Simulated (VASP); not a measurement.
ZrBrF, 3 atoms in the cell. Symmetry: P4/mmm, No. 123, tetragonal system. Conventional cell: a = 3.712 Å, b = 3.712 Å, c = 5.293 Å, α = 90.00°, β = 90.00°, γ = 90.00°. Within 3.5 Å of Zr (site symmetry 4/mmm) lie 4 Br at 2.62 Å. Br (site symmetry 4/mmm) has 4 Zr at 2.62 Å and 2 F at 2.65 Å within 3.5 Å. Within 3.5 Å of F (site symmetry 4/mmm) lie 2 Br at 2.65 Å. 

- Program: VASP 6.6.1
- Task: single point
- Functional: PBE
- Potentials or basis: VASP PAW PBE potentials, release 64 (Zr_sv, Br, F)
- Cutoff: 520 eV
- k mesh: 6 × 6 × 4
- Occupations: gaussian, width 0.1 eV
- Spin: collinear spin, ferromagnetic start
- Starting moments: [1.0, 0.0, 0.0] μB
- Dipole correction: no
- Further INCAR settings: ALGO = Normal; EDIFF = 1e-06; NBANDS = 24

Potentials or basis: VASP PAW PBE potentials, release 64 (Zr_sv, Br, F).

Command:

```sh
$ cat potpaw_PBE.64/Zr_sv/POTCAR potpaw_PBE.64/Br/POTCAR potpaw_PBE.64/F/POTCAR > POTCAR
$ mpirun -np 1 vasp_std > vasp.out
```

Hardware: 1 thread of Oxide Virtual Turin-like Processor, with other jobs on the host.

Question: How long does it take, and how much memory?

Answer: Run time: 2.3 min on 1 thread of Oxide Virtual Turin-like Processor, on a shared host, peak memory 0.21 GiB. Counts: scf iterations 17, k points 30.
